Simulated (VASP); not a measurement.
Write the native input for VASP 6.6.1 that does the following.

| Property | Result |
| --- | --- |
| Task | single point |
| Functional | PBE |
| Potentials or basis | VASP PAW PBE potentials, release 64 (Al, H) |
| Cutoff | 520 eV |
| k mesh | 16 × 16 × 16 |
| Occupations | gaussian, width 0.1 eV |
| Spin | no spin polarisation |
| Dipole correction | no |
| Further INCAR settings | ALGO = Normal; EDIFF = 1e-06; NBANDS = 10 |

The structure of AlH2 lies in POSCAR:

```
AlH2
1.0
    3.0415407252      0.0000000000      0.0000000000
    0.0000000000      3.0415407252      0.0000000000
    0.0000000000      0.0000000000      2.6711339488
Al H
1 2
Direct
    0.0000000000      0.0000000000      0.5000000000
    0.0000000000      0.5000000000      0.0000000000
    0.5000000000      0.0000000000      0.0000000000
```

The cell was generated, and may not be a known phase.

These files were run (other wordings do the same):

INCAR

```
SYSTEM = AlH2
ALGO = Normal
EDIFF = 1E-6
ENCUT = 520
GGA = PE
ISIF = 2
ISMEAR = 0
LASPH = .TRUE.
LCHARG = .TRUE.
LELF = .TRUE.
LREAL = .FALSE.
LVHAR = .TRUE.
LWAVE = .FALSE.
NBANDS = 10
NELM = 100
PREC = Accurate
SIGMA = 0.1
```

KPOINTS

```
k-points
0
G
  16 16 16
  0 0 0
```

Potentials or basis: VASP PAW PBE potentials, release 64 (Al, H).

The run is started by

```sh
$ cat potpaw_PBE.64/Al/POTCAR potpaw_PBE.64/H/POTCAR > POTCAR
$ mpirun -np 1 vasp_std > vasp.out
```

Results of the run:

```json
{
 "Pressure": "-0.2 GPa",
 "Band gap on the k mesh": "zero (an odd number of electrons rules out a gap without spin polarisation)"
}
```

Wall time 43 s on 1 thread of AMD EPYC 9R45 96-Core Processor (Zen 5) (shared host), peak memory 0.17 GiB.
